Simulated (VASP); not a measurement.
Input of a VASP 6.6.1 run:

INCAR

```
SYSTEM = Tl12Cl11
PREC = Accurate
ENCUT = 400
EDIFF = 1E-6
ISMEAR = 0
SIGMA = 0.05
LREAL = .FALSE.
LASPH = .TRUE.
NELM = 120
ALGO = Normal
ISIF = 2
LWAVE = .FALSE.
LCHARG = .FALSE.
GGA = PS
NELECT = 232.0
NBANDS = 134
GGA_COMPAT = .FALSE.
KPAR = 4
```

File KPOINTS:

```
Automatic mesh
0
G
  4 4 4
  0 0 0
```

File POSCAR:

```
Tl12Cl11
1.0
   -3.7693046137     -7.5386092274     -3.7693046137
    3.7693046137     -3.7693046137     -7.5386092274
    3.7693046137     -7.5386092274      3.7693046137
Tl Cl
12 11
Direct
    0.6751887313      0.6666667350     -0.0161536427
    0.5850096970      0.3185192292      0.2417577891
    0.4983236810      0.0148141383      0.5082422214
    0.4081446246      0.6666666466      0.7661537196
    0.3345734946      0.3297450841     -0.0037461154
    0.2368621912      0.0148141383      0.2417577891
    0.0856814319      0.3297450841      0.7537461259
    0.9976518798      0.0035882834     -0.0037461817
    0.7487598835      0.0035882834      0.7537461259
    0.1482281147      0.6666666466      0.5085126957
    0.9351051749      0.6666667350      0.2414873148
    0.8464710984      0.3185191407      0.5082422214
    0.4598355694      0.3396887396      0.6192296031
    0.3739155214      0.0021691004      0.8749999902
    0.2963110656      0.6666666466      0.1260067967
    0.2081668452      0.3336663202      0.3750000053
    0.1328575740     -0.0063553721      0.6192296031
    0.9504757156      0.3396886511      0.1307704074
    0.8751665107     -0.0003330411      0.3750000716
    0.6234978086     -0.0063553721      0.1307704074
    0.0416666820      0.6666666466      0.8750000565
    0.7870222240      0.6666667350      0.6239932139
    0.7094179008      0.3311641787      0.8749999902
```

Potentials or basis: VASP PAW PBE potentials, release 64 (Tl_d, Cl).

Launch:

```console
$ cat potpaw_PBE.64/Tl_d/POTCAR potpaw_PBE.64/Cl/POTCAR > POTCAR
$ mpirun -np 4 vasp_std > vasp.out
```

Predict the largest force.

0.017 eV/Å.

Forces in eV/Å, atoms in the order of the input:
```
Tl  -0.001 -0.003 -0.001
Tl   0.011 -0.012  0.004
Tl  -0.011  0.012 -0.004
Tl   0.001  0.003  0.001
Tl   0.004 -0.007  0.008
Tl   0.004 -0.012  0.011
Tl  -0.008  0.007 -0.004
Tl   0.008 -0.007  0.004
Tl  -0.004  0.007 -0.008
Tl  -0.003  0.003 -0.003
Tl   0.003 -0.003  0.003
Tl  -0.004  0.012 -0.011
Cl  -0.004  0.000 -0.011
Cl   0.010  0.000 -0.010
Cl   0.001 -0.006  0.001
Cl  -0.003  0.000  0.003
Cl  -0.011  0.000 -0.004
Cl   0.011  0.000  0.004
Cl   0.003  0.000 -0.003
Cl   0.004  0.000  0.011
Cl   0.000  0.000  0.000
Cl  -0.001  0.006 -0.001
Cl  -0.010  0.000  0.010
```

Caveat: the cell carries a net charge on a neutralising background, which shifts energy and pressure; the PAW data sets were made with another functional, which shifts forces and pressure a little.
